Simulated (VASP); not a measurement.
ZnS, 2 atoms in the cell. The typed cell holds 2 atoms: a = 3.720 Å, b = 3.731 Å, c = 3.745 Å, α = 60.12°, β = 59.81°, γ = 59.00°.  This cell differs from its parent crystal: atoms moved at random and the cell strained at random.

* Program: VASP 6.6.1
* Task: single point
* Functional: PBE
* Potentials or basis: VASP PAW PBE potentials, release 64 (Zn, S)
* Cutoff: 520 eV
* k mesh: 10 × 10 × 10
* Occupations: gaussian, width 0.02 eV
* Spin: no spin polarisation
* Dipole correction: no
* Further INCAR settings: ALGO = Normal; EDIFF = 1e-06; NBANDS = 16

Potentials or basis: VASP PAW PBE potentials, release 64 (Zn, S).

Run with:

```sh
$ cat potpaw_PBE.64/Zn/POTCAR potpaw_PBE.64/S/POTCAR > POTCAR
$ mpirun -np 1 vasp_std > vasp.out
```

Hardware: 1 thread of Intel Xeon 8259CL, on a shared host.

**Question.** Estimate the wall time of this run.

**Answer.** It took 5.7 min on 1 thread of Intel Xeon 8259CL (shared host), peak memory 0.39 GiB. Counts: scf iterations 12, k points 504.
